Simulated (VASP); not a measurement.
# TiNi3C (P4mm) in VASP: a series of runs

TiNi3C is run at these levels: PBE; tasks: single point, relaxation of cell and atoms.

Program: VASP 6.6.1. These are calculated values, not measurements. Logs are shortened: lines on timing, memory, paths and dates and some standing lists are left out, and cuts for length are marked.

## (1) The cell of the first run

The structure is tetragonal, space group P4mm (No. 99). Conventional cell: a = 3.728 Å, b = 3.728 Å, c = 3.956 Å, α = 90.00°, β = 90.00°, γ = 90.00°. Within 3.5 Å of Ti (site symmetry 4mm) lie 12 Ni at 2.65 to 2.75 Å and 4 C at 3.06 Å. Within 2.5 Å of Ni (site symmetry 4mm) lie 2 C at 1.87 to 2.09 Å and 4 Ni at 2.47 Å. Ni (site symmetry 2mm) has 2 C at 1.92 Å and 2 Ni at 2.47 Å within 2.5 Å. C (site symmetry 4mm) has 6 Ni at 1.87 to 2.09 Å within 2.5 Å.

## (2) Single point, PBE

File INCAR:

```
ALGO = Normal ; EDIFF = 1E-6
ENCUT = 520 ; GGA = PE
ISIF = 2 ; ISMEAR = 0
LASPH = T ; LCHARG = F
LREAL = F ; LWAVE = F
NBANDS = 31 ; NELM = 60
PREC = Accurate ; SIGMA = 0.1
```

File KPOINTS:

```
k-points
0
Gamma
  6 6 6
```

File POSCAR:

```
TiNi3C
1.0
    3.7284687233      0.0000000000      0.0000000000
    0.0000000000      3.7284687233      0.0000000000
    0.0000000000      0.0000000000      3.9561007914
Ti Ni C
1 3 1
Direct
    0.0000000000      0.0000000000     -0.0402747685
    0.5000000000      0.5000000000      1.0378986335
    0.0000000000      0.5000000000      0.4484770476
    0.5000000000      0.0000000000      0.4484770476
    0.5000000000      0.5000000000      0.5654220398
```

Potentials or basis: VASP PAW PBE potentials, release 64 (Ti_sv, Ni, C).

On the command line:

```bash
cat potpaw_PBE.64/Ti_sv/POTCAR potpaw_PBE.64/Ni/POTCAR potpaw_PBE.64/C/POTCAR > POTCAR
mpirun -np 1 vasp_std > vasp.out
```

OUTCAR:

```text
EDIFF = 1E-6
   ENCUT = 520
   GGA = PE
   ISIF = 2
   ISMEAR = 0
   LASPH = T
   LREAL = F
   NELM = 60
   PREC = Accurate

 ion  position               nearest neighbor table
   1  0.000  0.000  0.960-   2 2.65   2 2.65   2 2.65   2 2.65   3 2.69   4 2.69   4 2.69   3 2.69
                             3 2.75   4 2.75   4 2.75   3 2.75
   2  0.500  0.500  0.038-   5 1.87   5 2.09   4 2.47   3 2.47   4 2.47   3 2.47   1 2.65   1 2.65
                             1 2.65   1 2.65   3 2.99   4 2.99   3 2.99   4 2.99
   3  0.000  0.500  0.448-   5 1.92   5 1.92   2 2.47   2 2.47   4 2.64   4 2.64   4 2.64   4 2.64
                             1 2.69   1 2.69   1 2.75   1 2.75   2 2.99   2 2.99
   4  0.500  0.000  0.448-   5 1.92   5 1.92   2 2.47   2 2.47   3 2.64   3 2.64   3 2.64   3 2.64
                             1 2.69   1 2.69   1 2.75   1 2.75   2 2.99   2 2.99
   5  0.500  0.500  0.565-   2 1.87   3 1.92   4 1.92   4 1.92   3 1.92   2 2.09

  LATTYP: Found a simple tetragonal cell.
 ALAT       =     3.7284687233
 C/A-ratio  =     1.0610524280

  Lattice vectors:

 A1 = (   3.7284687233,   0.0000000000,   0.0000000000)
 A2 = (   0.0000000000,   3.7284687233,   0.0000000000)
 A3 = (   0.0000000000,   0.0000000000,   3.9561007914)

Analysis of symmetry for initial positions (statically):
=====================================================================
 Subroutine PRICEL returns:
 Original cell was already a primitive cell.

 Routine SETGRP: Setting up the symmetry group for a
 simple tetragonal supercell.

 Subroutine GETGRP returns: Found  8 space group operations
 (whereof  8 operations were pure point group operations)
 out of a pool of 16 trial point group operations.

The static configuration has the point symmetry C_4v.

Analysis of symmetry for dynamics (positions and initial velocities):
=====================================================================
 Subroutine PRICEL returns:
 Original cell was already a primitive cell.

 Routine SETGRP: Setting up the symmetry group for a
 simple tetragonal supercell.

 Subroutine GETGRP returns: Found  8 space group operations
 (whereof  8 operations were pure point group operations)
 out of a pool of 16 trial point group operations.

The dynamic configuration has the point symmetry C_4v.

 Subroutine INISYM returns: Found  8 space group operations
 (whereof  8 operations are pure point group operations),
 and found     1 'primitive' translations

----------------------------------------------------------------------------------------

                                     Primitive cell

  volume of cell :      54.9957

  direct lattice vectors                    reciprocal lattice vectors
     3.728468723  0.000000000  0.000000000     0.268206622  0.000000000  0.000000000
     0.000000000  3.728468723  0.000000000     0.000000000  0.268206622  0.000000000
     0.000000000  0.000000000  3.956100791     0.000000000  0.000000000  0.252774146

  length of vectors
     3.728468723  3.728468723  3.956100791     0.268206622  0.268206622  0.252774146

  position of ions in fractional coordinates (direct lattice)
     0.000000000  0.000000000  0.959725232
     0.500000000  0.500000000  0.037898633
     0.000000000  0.500000000  0.448477048
     0.500000000  0.000000000  0.448477048
     0.500000000  0.500000000  0.565422040

  ion indices of the primitive-cell ions
   primitive index   ion index
                 1           1
                 2           2
                 3           3
                 4           4
                 5           5

----------------------------------------------------------------------------------------

 KPOINTS: k-points

Automatic generation of k-mesh.
 Grid dimensions read from file:
 generate k-points for:    6    6    6

 Generating k-lattice:

  Cartesian coordinates                     Fractional coordinates (reciprocal lattice)
     0.044701104  0.000000000  0.000000000     0.166666667  0.000000000  0.000000000
     0.000000000  0.044701104  0.000000000     0.000000000  0.166666667  0.000000000
     0.000000000  0.000000000  0.042129024     0.000000000  0.000000000  0.166666667

  Length of vectors
     0.044701104  0.044701104  0.042129024

  Shift w.r.t. Gamma in fractional coordinates (k-lattice)
     0.000000000  0.000000000  0.000000000

 Subroutine IBZKPT returns following result:
 ===========================================

 Found     40 irreducible k-points:

 Following reciprocal coordinates:
            Coordinates               Weight
  0.000000  0.000000  0.000000      1.000000
  0.166667  0.000000  0.000000      4.000000
  0.333333  0.000000  0.000000      4.000000
  0.500000  0.000000  0.000000      2.000000
  0.166667  0.166667  0.000000      4.000000
  0.333333  0.166667  0.000000      8.000000
[... 16 lines left out ...]
  0.333333  0.000000  0.333333      8.000000
  0.500000  0.000000  0.333333      4.000000
 [... further k-points ...]
   k-points           NKPTS =     40   k-points in BZ     NKDIM =     40   number of bands    NBANDS=     31
   number of dos      NEDOS =    301   number of ions     NIONS =      5
   total plane-waves  NPLWV =  23520
   dimension x,y,z NGX =    28 NGY =   28 NGZ =   30
   dimension x,y,z NGXF=    56 NGYF=   56 NGZF=   60
   ions per type =               1   3   1
   NGX,Y,Z   is equivalent  to a cutoff of  12.48, 12.48, 12.61 a.u.
   NGXF,Y,Z  is equivalent  to a cutoff of  24.97, 24.97, 25.21 a.u.
 SYSTEM =  unknown system
   PREC   = accura    normal or accurate (medium, high low for compatibility)
   ISTART =      0    job   : 0-new  1-cont  2-samecut
   ICHARG =      2    charge: 1-file 2-atom 10-const
   ISPIN  =      1    spin polarized calculation?
   LNONCOLLINEAR =      F non collinear calculations
   LSORBIT =      F    spin-orbit coupling
   LASPH  =      T    aspherical Exc in radial PAW
   ENCUT  =  520.0 eV  38.22 Ry    6.18 a.u.   6.93  6.93  7.36*2*pi/ulx,y,z
   NELM   =     60;   NELMIN=  2; NELMDL= -5     # of ELM steps
   EDIFF  = 0.1E-05   stopping-criterion for ELM
   LREAL  =      F    real-space projection
   EDIFFG = 0.1E-04   stopping-criterion for IOM
   NSW    =      0    number of steps for IOM
   IBRION =     -1    ionic relax: 0-MD 1-quasi-New 2-CG
   NFREE  =      0    steps in history (QN), initial steepest desc. (CG)
   ISIF   =      2    stress and relaxation
   ISYM   =      2    0-nonsym 1-usesym 2-fastsym
   POTIM  = 0.5000    time-step for ionic-motion
   TEBEG  =    0.0;   TEEND  =   0.0 temperature during run
   PSTRESS=    0.0 pullay stress
   NELECT =      46.0000    total number of electrons
   NUPDOWN=      -1.0000    fix difference up-down
   EMIN   =  10.00;   EMAX   =-10.00  energy-range for DOS
   EFERMI =   0.00;   METHOD = LEGACY
   ISMEAR =     0;   SIGMA  =   0.10  broadening in eV -4-tet -1-fermi 0-gaus
   EFERMI_NEDOS =   21; number of points for ismear=-14 and -15
   IALGO  =     38    algorithm
   IMIX   =      4    mixing-type and parameters
     AMIX     =   0.40;   BMIX     =  1.00
     AMIX_MAG =   1.60;   BMIX_MAG =  1.00
  volume/ion in A,a.u.               =      11.00        74.23
  Fermi-wavevector in a.u.,A,eV,Ry     =   1.542474  2.914854 32.371356  2.379228
  Thomas-Fermi vector in A             =   2.648274
   LORBIT       =      0    0 simple, 1 ext, 2 COOP (PROOUT), +10 PAW based schemes
   GGA     = PE    functional components
   LHFCALC =     F    Hartree Fock is set to
   AEXX    =    0.0000 exact exchange contribution
   IVDW    =     0    specifies the selected vdW correction
   LEPSILON=     F    determine dielectric tensor
   LRPA    =     F    only Hartree local field effects (RPA)
 non-spin polarized calculation
 Gauss-broadening in eV      SIGMA  =   0.10
  energy-cutoff  :      520.00
  volume of cell :       55.00
 maximum number of plane-waves:      1502
 NGX is ok and might be reduce to    28
   NGX = 13   NGY = 13   NGZ = 15

 number of electron      45.9999937 magnetization

 Free energy of the ion-electron system (eV)
  ---------------------------------------------------
  ext. energy  EPLUGINS =         0.00000000
  ---------------------------------------------------
  free energy    TOTEN  =       -33.86998265 eV

  energy without entropy =      -33.84387738  energy(sigma->0) =      -33.85693001

 E-fermi :   9.6375     XC(G=0): -12.7814

 val. band max:        9.6158140618   @ k =   0.3333   0.0000   0.5000
 cond. band min:       9.6403072635   @ k =   0.1667   0.0000   0.3333
 fundamental gap:      0.0244932017
 Fermi energy:         9.6375437410

 k-point     1 :       0.0000    0.0000    0.0000
  band No.  band energies     occupation
      1     -48.1553      2.00000
      2     -24.4505      2.00000
      3     -24.3327      2.00000
      4     -24.3327      2.00000
      5      -3.7987      2.00000
      6       3.4795      2.00000
[... 23 lines left out ...]
     30      14.5668      0.00000
     31      16.6043      0.00000

 k-point     2 :       0.1667    0.0000    0.0000
  band No.  band energies     occupation
      1     -48.1548      2.00000
      2     -24.4502      2.00000
      3     -24.3409      2.00000
      4     -24.3326      2.00000
      5      -3.6212      2.00000
      6       3.5530      2.00000
[... 23 lines left out ...]
     30      14.9751      0.00000
     31      15.4839      0.00000

 k-point     3 :       0.3333    0.0000    0.0000
  band No.  band energies     occupation
      1     -48.1539      2.00000
      2     -24.4497      2.00000
      3     -24.3572      2.00000
      4     -24.3324      2.00000
      5      -3.2109      2.00000
      6       3.0414      2.00000
[... 23 lines left out ...]
     30      14.1040      0.00000
     31      15.7633      0.00000

 k-point     4 :       0.5000    0.0000    0.0000
  band No.  band energies     occupation
      1     -48.1534      2.00000
      2     -24.4494      2.00000
      3     -24.3653      2.00000
      4     -24.3322      2.00000
      5      -2.9661      2.00000
      6       2.5886      2.00000
[... 23 lines left out ...]
     30      13.2239      0.00000
     31      16.4333      0.00000

 k-point     5 :       0.1667    0.1667    0.0000
  band No.  band energies     occupation
      1     -48.1544      2.00000
      2     -24.4499      2.00000
      3     -24.3413      2.00000
      4     -24.3396      2.00000
      5      -3.4483      2.00000
      6       3.6313      2.00000
[... 23 lines left out ...]
     30      15.0788      0.00000
     31      15.6857      0.00000
[... 542 lines left out ...]
     30      14.3081      0.00000
     31      16.2175      0.00000

 k-point    22 :       0.1667    0.0000    0.3333
  band No.  band energies     occupation
      1     -48.1542      2.00000
      2     -24.4630      2.00000
      3     -24.3404      2.00000
      4     -24.3327      2.00000
      5      -3.1337      2.00000
      6       2.8000      2.00000
[... 23 lines left out ...]
     30      14.0441      0.00000
     31      15.7331      0.00000

 k-point    23 :       0.3333    0.0000    0.3333
  band No.  band energies     occupation
      1     -48.1534      2.00000
      2     -24.4612      2.00000
      3     -24.3555      2.00000
      4     -24.3324      2.00000
      5      -2.7578      2.00000
      6       3.0280      2.00000
[... 23 lines left out ...]
     30      14.5803      0.00000
     31      15.4667      0.00000

 k-point    24 :       0.5000    0.0000    0.3333
  band No.  band energies     occupation
      1     -48.1530      2.00000
      2     -24.4603      2.00000
      3     -24.3631      2.00000
      4     -24.3323      2.00000
      5      -2.5353      2.00000
      6       2.8622      2.00000
[... 23 lines left out ...]
     30      14.6243      0.00000
     31      15.6250      0.00000

 [... further k-points ...]
[... 5 lines left out ...]
  --------------------------------------------------------------------------------------
  -------------------------------------------------------------------------------------
  Total       -0.0085344     -0.0085344     -0.0326459      0.0000000      0.0000000      0.0000000
  in kB       -0.2486308     -0.2486308     -0.9510652      0.0000000      0.0000000      0.0000000
  external PRESSURE =      -0.4827756 kB  Pullay stress =       0.0000000 kB

 VOLUME and BASIS-vectors are now :
 -----------------------------------------------------------------------------
  energy-cutoff  :      520.00
  volume of cell :       55.00
      direct lattice vectors                 reciprocal lattice vectors
     3.728468723  0.000000000  0.000000000     0.268206622  0.000000000  0.000000000
     0.000000000  3.728468723  0.000000000     0.000000000  0.268206622  0.000000000
     0.000000000  0.000000000  3.956100791     0.000000000  0.000000000  0.252774146

 POSITION                                       TOTAL-FORCE (eV/Angst)
 -----------------------------------------------------------------------------------
      0.00000      0.00000      3.79677        -0.000000     -0.000000     -0.010667
      1.86423      1.86423      0.14993         0.000000      0.000000      0.022211
      0.00000      1.86423      1.77422        -0.000000      0.000000     -0.008251
      1.86423      0.00000      1.77422        -0.000000      0.000000     -0.008251
      1.86423      1.86423      2.23687        -0.000000      0.000000      0.004957
 -----------------------------------------------------------------------------------
    total drift:                                0.000000      0.000000     -0.000229

  FREE ENERGIE OF THE ION-ELECTRON SYSTEM (eV)
  ---------------------------------------------------
  free  energy   TOTEN  =       -33.8699826481 eV

  energy  without entropy=      -33.8438773799  energy(sigma->0) =      -33.85693001
```

It took 64 s on 1 thread of Intel Xeon Platinum 8488C (Sapphire Rapids), shared host; peak memory 0.2 GiB.

What came out:

| Item | Value |
| --- | --- |
| Free energy | -33.8700 eV |
| Pressure | 0.0 GPa |
| Largest force | 0.022 eV/Å |
| Band gap on the k mesh | zero (band 23 reaches 9.75 eV, above the bottom of band 24 at 9.14 eV) |

Forces on the atoms (eV/Å):
```
Ti   0.000  0.000 -0.011
Ni   0.000  0.000  0.022
Ni   0.000  0.000 -0.008
Ni   0.000  0.000 -0.008
C    0.000  0.000  0.005
```

(Part 1 of 2 ends here.)
